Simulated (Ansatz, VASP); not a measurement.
## Pt: VASP beside Ansatz

INCAR

```
SYSTEM = Pt
ALGO = Normal
EDIFF = 1E-6
ENCUT = 520
GGA = PE
ISIF = 2
ISMEAR = 0
LASPH = .TRUE.
LCHARG = .FALSE.
LREAL = .FALSE.
LWAVE = .FALSE.
NBANDS = 22
NELM = 100
PREC = Accurate
SIGMA = 0.1
```

KPOINTS

```
k-points
0
G
  9 9 9
  0 0 0
```

POSCAR

```
Pt
1.0
    1.4876971135      0.8589223289      7.1899468003
   -1.4876971135      0.8589223289      7.1899468003
    0.0000000000     -1.7178446580      7.1899468003
Pt
3
Direct
    0.0000000000      0.0000000000      0.0000000000
    0.2222200000      0.2222200000      0.2222200000
    0.7777800000      0.7777800000      0.7777800000
```

Input for Ansatz:

```yaml
crystal:
  lattice:
    - [1.4876971135, 0.8589223289, 7.1899468003]
    - [-1.4876971135, 0.8589223289, 7.1899468003]
    - [0.0, -1.717844658, 7.1899468003]
  atoms:
    - { symbol: Pt, position: [0.0, 0.0, 0.0] }
    - { symbol: Pt, position: [0.22222, 0.22222, 0.22222] }
    - { symbol: Pt, position: [0.77778, 0.77778, 0.77778] }
basis:
  ecutwfc: 420
kpoints:
  mp_grid: { grid: [9, 9, 9] }
hamiltonian:
  xc: pbe
scf:
  occupations: { method: gaussian, width: 0.1 }
  lower_state_search: "off"
output:
  forces: true
  stress: true
  eigenvalues: true
```

Alike in both runs: task single point; functional PBE; k mesh 9 × 9 × 9; occupations gaussian, width 0.1 eV; no spin polarisation.

```csv
,VASP,Ansatz
version,VASP 6.6.1,Ansatz 0.2.0
potentials or method,"VASP PAW PBE potentials, release 64 (Pt), cutoff 520 eV","scalar-relativistic, plane waves, PAW"
valence electrons in the cell,30,54
```

```csv
,VASP,Ansatz,Ansatz less VASP
gap on the k mesh at the Fermi level (eV),none,none,-
pressure (GPa),-25.0,-24.8,+0.23
"traceless stress, the component that is largest in VASP (GPa)",2.16,2.17,+0.018
rms of the force components (eV/Å),0.068,0.069,+0.0003
```

Atom by atom the forces differ by 0.000 eV/Å (rms over components). A gap of «none» marks a metal or a gap that the smearing closes. VASP's potentials hold 30 valence electrons a cell and Ansatz's 54, so a difference there can come from the potentials and not from the codes.

Neither program's run includes spin-orbit coupling.
